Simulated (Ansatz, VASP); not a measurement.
## NiO2: VASP beside Ansatz

```
Ni O
1.0
     2.91215    0.00000    0.00000
    -1.45608    2.52200    0.00000
     0.00000    0.00000   10.55527
Ni O
2 4
Direct
  0.00000 0.00000 0.00000
  0.00000 0.00000 0.50000
  0.66667 0.33333 0.08908
  0.66667 0.33333 0.41092
  0.33333 0.66667 0.91092
  0.33333 0.66667 0.58908
```

Alike in both runs: task single point; functional r2SCAN; k mesh 12 × 12 × 4; occupations gaussian, width 0.02 eV; no spin polarisation.

|  | VASP | Ansatz |
| --- | --- | --- |
| version | VASP 6.6.1 | Ansatz 0.2.0 |
| potentials or method | VASP PAW PBE potentials, release 64 (Ni, O), cutoff 660 eV | scalar-relativistic, plane waves, PAW |
| valence electrons in the cell | 44 | 60 |

|  | VASP | Ansatz | Ansatz less VASP |
| --- | --- | --- | --- |
| gap on the k mesh at the Fermi level (eV) | 1.36 | 1.41 | +0.052 |
| least direct gap on the mesh (eV) | 1.43 | 1.51 | +0.079 |
| pressure (GPa) | -15.6 | -16.1 | -0.57 |
| traceless stress, the component that is largest in VASP (GPa) | 8.02 | 8.46 | +0.433 |
| rms of the force components (eV/Å) | 0.416 | 0.451 | +0.0352 |

VASP's potentials were made for PBE, not for r2SCAN. Atom by atom the forces differ by 0.035 eV/Å (rms over components). With one functional, cell and mesh, what is left measures potentials, basis and numerics. VASP's potentials hold 44 valence electrons a cell and Ansatz's 60, so a difference there can come from the potentials and not from the codes.
